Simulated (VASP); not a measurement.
# Sc (Fd-3m) in VASP: further runs, part 2 of 2

VASP 6.6.1. The steps go on from the part before.

## (4) Relaxation of cell and atoms, PBEsol

This run uses another cell than the first one, of 29.65 Å³/atom.

INCAR reads:

```
SYSTEM = Sc
PREC = Accurate
ENCUT = 600
EDIFF = 1E-6
ISMEAR = -1
SIGMA = 0.05
LREAL = .FALSE.
LASPH = .TRUE.
NELM = 60
ALGO = Normal
ISIF = 3
LWAVE = .FALSE.
LCHARG = .FALSE.
GGA = PS
IBRION = 2
NSW = 60
EDIFFG = -0.005
```

KPOINTS reads:

```
Automatic mesh
0
G
  11 11 11
  0 0 0
```

POSCAR reads:

```
Sc
1.0
    0.0000000000      3.0949275353      3.0949275353
    3.0949275353      0.0000000000      3.0949275353
    3.0949275353      3.0949275353      0.0000000000
Sc
2
Direct
   -0.1250000000     -0.1250000000     -0.1250000000
    0.1250000000      0.1250000000      0.1250000000
```

Potentials or basis: VASP PAW PBE potentials, release 64 (Sc_sv).

On the command line:

```sh
cat potpaw_PBE.64/Sc_sv/POTCAR > POTCAR
mpirun -np 1 vasp_std > vasp.out
```

OUTCAR:

```text
SYSTEM = Sc
   PREC = Accurate
   ENCUT = 600
   EDIFF = 1E-6
   ISMEAR = -1
   LREAL = .FALSE.
   LASPH = .TRUE.
   NELM = 60
   ISIF = 3
   GGA = PS
   IBRION = 2
   NSW = 60
   EDIFFG = -0.005

 ion  position               nearest neighbor table
   1  0.875  0.875  0.875-   2 2.68   2 2.68   2 2.68   2 2.68
   2  0.125  0.125  0.125-   1 2.68   1 2.68   1 2.68   1 2.68

  LATTYP: Found a face centered cubic cell.
 ALAT       =     6.1898550706

  Lattice vectors:

 A1 = (   0.0000000000,   3.0949275353,   3.0949275353)
 A2 = (   3.0949275353,   0.0000000000,   3.0949275353)
 A3 = (   3.0949275353,   3.0949275353,   0.0000000000)

Analysis of symmetry for initial positions (statically):
=====================================================================
 Subroutine PRICEL returns:
 Original cell was already a primitive cell.

 Routine SETGRP: Setting up the symmetry group for a
 face centered cubic supercell.

 Subroutine GETGRP returns: Found 48 space group operations
 (whereof 12 operations were pure point group operations)
 out of a pool of 48 trial point group operations.

The static configuration has the point symmetry D_3d.
[... 172 lines left out ...]
  in kB        6.8279122      6.8279122      6.8279122      0.0000000     -0.0000000     -0.0000000
  external PRESSURE =       6.8279122 kB  Pullay stress =       0.0000000 kB
[... 59 lines left out ...]
--------------------------------------- Ionic step        3  -------------------------------------------

 number of electron      21.9999998 magnetization

 Free energy of the ion-electron system (eV)
  ---------------------------------------------------
  ext. energy  EPLUGINS =         0.00000000
  ---------------------------------------------------
  free energy    TOTEN  =        -9.17754717 eV

  energy without entropy =       -9.14178668  energy(sigma->0) =       -9.15966692

 E-fermi :   2.1751     XC(G=0):  -8.9306

 val. band max:        2.1712023414   @ k =   0.2727   0.0909   0.0000
 cond. band min:       2.1866564940   @ k =  -0.4545   0.1818   0.0000
 fundamental gap:      0.0154541526
 Fermi energy:         2.1750874917

 k-point     1 :       0.0000    0.0000    0.0000
  band No.  band energies     occupation
      1     -47.4322      2.00000
      2     -47.1060      2.00000
      3     -26.3266      2.00000
      4     -26.3266      2.00000
      5     -26.3266      2.00000
      6     -25.7918      2.00000
      7     -25.7918      2.00000
      8     -25.7918      2.00000
      9      -2.0465      2.00000
     10       2.1278      1.44031
     11       2.1278      1.44031
     12       2.4480      0.00848
     13       2.4480      0.00848
     14       2.4480      0.00848
[... 401 lines left out ...]
      2     -47.1542      2.00000
      3     -26.4054      2.00000
      4     -26.3638      2.00000
      5     -26.2903      2.00000
      6     -25.8340      2.00000
      7     -25.7537      2.00000
      8     -25.7152      2.00000
      9      -0.9353      2.00000
     10       1.7728      1.99936
     11       1.9773      1.96242
     12       2.4100      0.01807
     13       2.6554      0.00013
     14       3.0522      0.00000
     15       3.0968      0.00000

 [... further k-points ...]
[... 5 lines left out ...]
  --------------------------------------------------------------------------------------
  -------------------------------------------------------------------------------------
  Total        0.0078543      0.0078543      0.0078543      0.0000000      0.0000000     -0.0000000
  in kB        0.2048889      0.2048889      0.2048889      0.0000000      0.0000000     -0.0000000
  external PRESSURE =       0.2048889 kB  Pullay stress =       0.0000000 kB
[... 17 lines left out ...]
  FREE ENERGIE OF THE ION-ELECTRON SYSTEM (eV)
  ---------------------------------------------------
  free  energy   TOTEN  =        -9.1775471668 eV

  energy  without entropy=       -9.1417866808  energy(sigma->0) =       -9.15966692

 reached required accuracy - stopping structural energy minimisation
```

OSZICAR:

```text
N       E                     dE             d eps       ncg     rms          rms(c)
DAV:   1     0.421867497731E+03    0.42187E+03   -0.11523E+04  1680   0.166E+03
[... 24 lines left out ...]
DAV:   1    -0.925546573535E+01   -0.79123E-01   -0.20373E+00  2065   0.212E+01    0.189E+00
DAV:   2    -0.917911258080E+01    0.76353E-01   -0.41820E-01  2315   0.745E+00    0.380E-01
DAV:   3    -0.917792371373E+01    0.11889E-02   -0.48528E-03  2493   0.927E-01    0.214E-01
DAV:   4    -0.917754866173E+01    0.37505E-03   -0.23080E-03  1896   0.351E-01    0.158E-02
DAV:   5    -0.917754393907E+01    0.47227E-05   -0.11371E-04  2839   0.126E-01    0.160E-02
DAV:   6    -0.917754802367E+01   -0.40846E-05   -0.12092E-05  1948   0.310E-02    0.448E-03
DAV:   7    -0.917754716685E+01    0.85683E-06   -0.47127E-06  1701   0.278E-02
   3 F= -.91775472E+01 E0= -.91596669E+01  d E =-.467532E-02
```

CONTCAR:

```text
Sc
   1.00000000000000
     0.0000000000000000    3.1315359387016946    3.1315359387016946
     3.1315359387016946    0.0000000000000000    3.1315359387016946
     3.1315359387016946    3.1315359387016946    0.0000000000000000
  Sc
     2
Direct
     0.8750000000000000    0.8750000000000000    0.8750000000000000
     0.1250000000000000    0.1250000000000000    0.1250000000000000

  0.00000000E+00  0.00000000E+00  0.00000000E+00
  0.00000000E+00  0.00000000E+00  0.00000000E+00
```

Wall time 4 min (1 thread of Intel Xeon 8259CL, shared host); peak memory 0.24 GiB.

What came out:

| Item | Value |
| --- | --- |
| Free energy | -9.1775 eV |
| Relaxed volume | 30.71 Å³/atom |
| Relaxed cell | a = 4.429 Å, b = 4.429 Å, c = 4.429 Å, α = 60.00°, β = 60.00°, γ = 60.00° |
| Space group after relaxing (to 0.1 Å) | Fd-3m (No. 227) |
| Energy gained by relaxing | 2.3 meV/atom |
| Ionic steps | 3 |
| Pressure after relaxing | 0.0 GPa |
| Band gap on the k mesh | zero (bands 11 and 12 overlap by 0.60 eV) |

The path:
```tsv
step	energy change (eV)	largest force (eV/Å)	pressure (GPa)	volume (Å³)
1	0.0000	0.0000	0.68	59.29
2	-0.0035	0.0000	0.33	60.38
3	-0.0047	0.0000	0.02	61.42
```

Final structure:
```
Sc
1.0
     0.00000    3.13154    3.13154
     3.13154    0.00000    3.13154
     3.13154    3.13154    0.00000
Sc
2
Direct
  0.87500 0.87500 0.87500
  0.12500 0.12500 0.12500
```

Caveat: the PAW data sets were made with another functional, which shifts forces and pressure a little.

## (5) Single point, PBEsol (12.26 Å³/atom)

This run uses another cell than the first one, of 12.26 Å³/atom.

INCAR reads:

```
  PREC = Accurate
  ENCUT = 520
  EDIFF = 1E-6
  ISMEAR = -1
  SIGMA = 0.05
  LREAL = F
  LASPH = T
  NELM = 100
  ALGO = Normal
  ISIF = 2
  LWAVE = F
  LCHARG = F
  GGA = PS
  NBANDS = 18
```

KPOINTS reads:

```
regular mesh
0
Gamma
  11 11 11
```

POSCAR reads:

```
Sc
1.0
    0.0000000000      2.3061404485      2.3061404485
    2.3061404485      0.0000000000      2.3061404485
    2.3061404485      2.3061404485      0.0000000000
Sc
2
Direct
   -0.1250000000     -0.1250000000     -0.1250000000
    0.1250000000      0.1250000000      0.1250000000
```

Potentials or basis: VASP PAW PBE potentials, release 64 (Sc_sv).

On the command line:

```sh
cat potpaw_PBE.64/Sc_sv/POTCAR > POTCAR
mpirun -np 1 vasp_std > vasp.out
```

OUTCAR:

```text
PREC = Accurate
   ENCUT = 520
   EDIFF = 1E-6
   ISMEAR = -1
   LREAL = F
   LASPH = T
   NELM = 100
   ISIF = 2
   GGA = PS

 ion  position               nearest neighbor table
   1  0.875  0.875  0.875-   2 2.00   2 2.00   2 2.00   2 2.00
   2  0.125  0.125  0.125-   1 2.00   1 2.00   1 2.00   1 2.00

  LATTYP: Found a face centered cubic cell.
 ALAT       =     4.6122808970

  Lattice vectors:

 A1 = (   0.0000000000,   2.3061404485,   2.3061404485)
 A2 = (   2.3061404485,   0.0000000000,   2.3061404485)
 A3 = (   2.3061404485,   2.3061404485,   0.0000000000)

Analysis of symmetry for initial positions (statically):
=====================================================================
 Subroutine PRICEL returns:
 Original cell was already a primitive cell.

 Routine SETGRP: Setting up the symmetry group for a
 face centered cubic supercell.

 Subroutine GETGRP returns: Found 48 space group operations
 (whereof 12 operations were pure point group operations)
 out of a pool of 48 trial point group operations.
[... 160 lines left out ...]
  free energy    TOTEN  =        -5.97352245 eV

  energy without entropy =       -5.96528909  energy(sigma->0) =       -5.96940577

 E-fermi :   8.7886     XC(G=0): -13.0217

 val. band max:        8.7701983772   @ k =   0.4545   0.3636   0.0909
 cond. band min:       8.7901059204   @ k =  -0.3636   0.4545   0.1818
 fundamental gap:      0.0199075432
 Fermi energy:         8.7886080906

 k-point     1 :       0.0000    0.0000    0.0000
  band No.  band energies     occupation
      1     -42.3238      2.00000
      2     -37.7063      2.00000
      3     -20.8918      2.00000
      4     -20.8918      2.00000
      5     -20.8918      2.00000
      6     -17.3971      2.00000
[... 481 lines left out ...]
      5     -20.5980      2.00000
      6     -17.3202      2.00000
[... 10 lines left out ...]
     17      13.0521      0.00000
     18      16.2418      0.00000

 [... further k-points ...]

------------------------ aborting loop because EDIFF is reached ----------------------------------------

  FORCE on cell =-STRESS in cart. coord.  units (eV):
  Direction    XX          YY          ZZ          XY          YZ          ZX
  --------------------------------------------------------------------------------------
  -------------------------------------------------------------------------------------
  Total       13.0417488     13.0417488     13.0417488     -0.0000000     -0.0000000     -0.0000000
  in kB      851.8422165    851.8422165    851.8422165     -0.0000000     -0.0000000     -0.0000000
  external PRESSURE =     851.8422165 kB  Pullay stress =       0.0000000 kB

 VOLUME and BASIS-vectors are now :
 -----------------------------------------------------------------------------
  energy-cutoff  :      520.00
  volume of cell :       24.53
      direct lattice vectors                 reciprocal lattice vectors
     0.000000000  2.306140448  2.306140448    -0.216812467  0.216812467  0.216812467
     2.306140448  0.000000000  2.306140448     0.216812467 -0.216812467  0.216812467
     2.306140448  2.306140448  0.000000000     0.216812467  0.216812467 -0.216812467

 POSITION                                       TOTAL-FORCE (eV/Angst)
 -----------------------------------------------------------------------------------
      4.03575      4.03575      4.03575        -0.000000     -0.000000     -0.000000
      0.57654      0.57654      0.57654         0.000000      0.000000      0.000000
 -----------------------------------------------------------------------------------
    total drift:                                0.000000      0.000000      0.000000

  FREE ENERGIE OF THE ION-ELECTRON SYSTEM (eV)
  ---------------------------------------------------
  free  energy   TOTEN  =        -5.9735224478 eV

  energy  without entropy=       -5.9652890940  energy(sigma->0) =       -5.96940577
```

stdout:

```text
POSCAR found type information on POSCAR Sc
 POSCAR found :  1 types and       2 ions
 scaLAPACK will be used
 -----------------------------------------------------------------------------
|                                                                             |
|                                                                             |
|     You enforced a specific xc type in the INCAR file but a different       |
|     I HOPE YOU KNOW WHAT YOU ARE DOING!                                     |
|                                                                             |
 -----------------------------------------------------------------------------

 LDA part: xc-table for (Slater+PW92), standard interpolation
 POSCAR, INCAR and KPOINTS ok, starting setup
 FFT: planning ... GRIDC
 FFT: planning ... GRID_SOFT
 FFT: planning ... GRID
 WAVECAR not read
 entering main loop
```

Wall time 22 s (1 thread of Intel Xeon 8259CL, shared host); peak memory 0.15 GiB.

What came out:

```yaml
Free_energy: -5.9735 eV
Pressure: 85.2 GPa
Band_gap_on_the_k_mesh: zero (bands 11 and 12 overlap by 0.53 eV)
```

Caveat: atoms lie so close that the PAW spheres overlap strongly, which falsifies energies and pressures; the cell stands under pressure; the PAW data sets were made with another functional, which shifts forces and pressure a little.

## (6) Single point, PBEsol (15.33 Å³/atom)

This run uses another cell than the first one, of 15.33 Å³/atom.

INCAR reads:

```
PREC     = Accurate       # precision mode
ENCUT    = 520            # plane-wave cutoff, eV
EDIFF    = 1E-6           # SCF threshold, eV
ISMEAR   = -1             # smearing method
SIGMA    = 0.05           # smearing width, eV
LREAL    = F              # projectors in reciprocal space
LASPH    = T              # aspherical terms in the spheres
NELM     = 100            # most SCF steps
ALGO     = Normal         # electronic algorithm
ISIF     = 2              # what is computed and relaxed
LWAVE    = F              # write WAVECAR
LCHARG   = T              # write CHGCAR
GGA      = PS             # functional
LELF     = T              # ELF
LVHAR    = T            
NBANDS   = 18             # bands
```

KPOINTS reads:

```
Automatic mesh
0
Gamma
  11 11 11
```

POSCAR reads:

```
Sc
1.0
    0.0000000000      2.4842144911      2.4842144911
    2.4842144911      0.0000000000      2.4842144911
    2.4842144911      2.4842144911      0.0000000000
Sc
2
Direct
   -0.1250000000     -0.1250000000     -0.1250000000
    0.1250000000      0.1250000000      0.1250000000
```

Potentials or basis: VASP PAW PBE potentials, release 64 (Sc_sv).

On the command line:

```sh
cat potpaw_PBE.64/Sc_sv/POTCAR > POTCAR
mpirun -np 1 vasp_std > vasp.out
```

Wall time 47 s (1 thread of Intel Xeon 8259CL, shared host); peak memory 0.17 GiB.

Results (log left out):

```
Free energy            : -7.9406 eV
Pressure               : 28.2 GPa
Band gap on the k mesh : zero (bands 11 and 12 overlap by 1.05 eV)
```

Levels at points of the mesh, in eV from the Fermi level:
| k point | band 7 | band 8 | band 9 | band 10 | band 11 | band 12 | band 13 | band 14 | band 15 | band 16 |
| --- | --- | --- | --- | --- | --- | --- | --- | --- | --- | --- |
| (0.00, 0.00, 0.00) | -26.72 | -26.72 | -5.25 | -1.48 | -1.48 | 0.42 | 0.42 | 0.42 | 3.41 | 3.41 |

Caveat: the cell stands under pressure; the PAW data sets were made with another functional, which shifts forces and pressure a little.

## (7) The runs side by side

| task | cell | k mesh | cutoff (eV) | gap on the mesh (eV) | pressure (GPa) |
| --- | --- | --- | --- | --- | --- |
| single point | a = 4.426 Å, angles 60.0°, 2 atoms | 11 × 11 × 11 | 520 | none | 0.0 |
| single point | a = 4.426 Å, angles 60.0°, 2 atoms | 14 × 14 × 14 | 520 | none | 0.0 |
| relaxation of cell and atoms | relaxed from a = 4.377 Å, angles 60.0°, 2 atoms | 11 × 11 × 11 | 600 | none | 0.0 |
| single point | a = 3.261 Å, angles 60.0°, 2 atoms | 11 × 11 × 11 | 520 | none | 85.2 |
| single point | a = 3.513 Å, angles 60.0°, 2 atoms | 11 × 11 × 11 | 520 | none | 28.2 |

Alike in all rows: level PBEsol; potentials or basis VASP PAW PBE potentials, release 64 (Sc_sv); no spin polarisation; smearing fermi-dirac 0.05 eV.

Caveats: the PAW data sets were made with another functional, which shifts forces and pressure a little; the cell stands under pressure (at least some runs); atoms lie so close that the PAW spheres overlap strongly, which falsifies energies and pressures (at least some runs).

Absolute energies hang on the potentials; compare differences alone.
